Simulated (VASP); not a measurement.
Input of a VASP 6.6.1 run:

The input INCAR:

```
PREC = Accurate
ENCUT = 520
EDIFF = 1E-6
ISMEAR = 0
SIGMA = 0.1
LREAL = False
LASPH = True
NELM = 80
ALGO = Normal
ISIF = 2
LWAVE = False
LCHARG = True
LDIPOL = True
IDIPOL = 3
DIPOL = 0.5 0.5 0.487
GGA = PS
LELF = True
LVHAR = True
LVACPOTAV = True
NBANDS = 38
```

Contents of KPOINTS:

```
Automatic mesh
0
Gamma
  11 11 1
```

The input POSCAR:

```
HRh4
1.0
    2.6728587948      0.0000000000      0.0000000000
    0.0000000000      2.6728587948      0.0000000000
    0.0000000000      0.0000000000     24.6699897369
Rh H
4 1
Direct
    0.5000000000      0.5000000000      0.3445481774
    0.0000000000      0.0000000000      0.4211593394
    0.5000000000      0.5000000000      0.4969644051
    0.0000000000      0.0000000000      0.5742122660
    0.5000000000      0.5000000000      0.5960371757
```

Potentials or basis: VASP PAW PBE potentials, release 64 (Rh_pv, H).

Run with:

```sh
$ cat potpaw_PBE.64/Rh_pv/POTCAR potpaw_PBE.64/H/POTCAR > POTCAR
$ mpirun -np 1 vasp_std > vasp.out
```

Problem. Estimate the largest force.

Solution. 0.561 eV/Å.

Forces in eV/Å, atoms in the order of the input:
```
Rh   0.000  0.000  0.561
Rh   0.000  0.000 -0.554
Rh   0.000  0.000  0.005
Rh   0.000  0.000  0.001
H    0.000  0.000 -0.013
```

Caveat: the PAW data sets were made with another functional, which shifts forces and pressure a little.
